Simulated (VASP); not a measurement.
A run of VASP 6.6.1:

Contents of INCAR:

```
SYSTEM = HgTe
PREC = Accurate
ENCUT = 520
EDIFF = 1E-6
ISMEAR = -1
SIGMA = 0.08
LREAL = .False.
LASPH = .True.
NELM = 80
ALGO = Normal
ISIF = 2
LWAVE = .False.
LCHARG = .False.
NBANDS = 16
```

Contents of KPOINTS:

```
Automatic mesh
0
Gamma
  10 10 10
  0 0 0
```

Contents of POSCAR:

```
HgTe
1.0
    0.0000000000      2.9507150000      2.9215000000
    2.9507150000      0.0000000000      2.9215000000
    2.9507150000      2.9507150000      0.0000000000
Hg Te
1 1
Direct
    0.0000000000      0.0000000000      0.0000000000
    0.5000000000      0.5000000000      0.5000000000
```

Potentials or basis: VASP PAW LDA potentials, release 64 (Hg, Te).

The run is started by

```console
$ cat potpaw_LDA.64/Hg/POTCAR potpaw_LDA.64/Te/POTCAR > POTCAR
$ mpirun -np 1 vasp_std > vasp.out
```

Hardware: 1 thread of Intel(R) Xeon(R) 6975P-C (Granite Rapids) (shared host).

Task: How long does it take, and how much memory?

Result: It took 21 s on 1 thread of Intel(R) Xeon(R) 6975P-C (Granite Rapids), on a shared host, peak memory 0.22 GiB. Counts: scf iterations 11, k points 102.
